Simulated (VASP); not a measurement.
**Mo: single point with LDA**

The system is Mo.

```
CELL_PARAMETERS angstrom
-1.63460 1.63460 1.63460
1.63460 -1.63460 1.63460
1.63460 1.63460 -1.63460
ATOMIC_POSITIONS crystal
Mo 0.00000 0.00000 0.00000
```

```
Program             : VASP 6.6.1
Task                : single point
Functional          : LDA
Potentials or basis : VASP PAW LDA potentials, release 64 (Mo_sv)
Cutoff              : 520 eV
k mesh              : 22 × 22 × 22
Occupations         : gaussian, width 0.15 eV
Spin                : no spin polarisation
```

The pressure is -30.9 GPa and the band gap on the k mesh is zero (band 7 reaches 14.15 eV, above the bottom of band 8 at 9.56 eV).

Levels at points of the mesh, in eV from the Fermi level:
```
           k point  band 5  band 6  band 7  band 8  band 9  band 10
(0.00, 0.00, 0.00)   -6.81   -1.16   -1.16   -1.16    1.44     1.44
(0.50, 0.00, 0.00)   -4.68   -2.90    1.35    1.43    1.96     4.07
(0.50, 0.50, 0.50)   -4.65   -4.65    3.43    3.43    3.43     8.27
```

Wall time 20 s on 1 thread of Intel(R) Xeon(R) 6975P-C (Granite Rapids) (shared host), peak memory 0.17 GiB.
